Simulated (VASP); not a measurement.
Crystal: CdSe.

```
CELL_PARAMETERS angstrom
4.34202 0.00000 0.00000
2.17101 3.76030 0.00000
2.17101 1.25343 3.54524
ATOMIC_POSITIONS crystal
Cd 0.00000 0.00000 0.00000
Se 0.75000 0.75000 0.75000
```

Base run:

```yaml
Program: VASP 6.6.1
Functional: PBEsol
Potentials_or_basis: VASP PAW PBE potentials, release 64 (Cd, Se)
Cutoff: 520 eV
k_mesh: 6 × 6 × 6
Occupations: gaussian, width 0.01 eV
Spin: no spin polarisation
```

Its results: band gap on the k mesh 0.42 eV, direct; pressure -1.1 GPa.

Problem. The run is repeated on the same cell with these changes: functional from PBEsol to revPBE. What comes out?

Solution. Band gap on the k mesh 0.68 eV, direct; pressure 3.0 GPa.

revPBE binds less tightly than PBEsol, so the same cell stands under more pressure.

Caveats: the PAW data sets were made with another functional, which shifts forces and pressure a little.

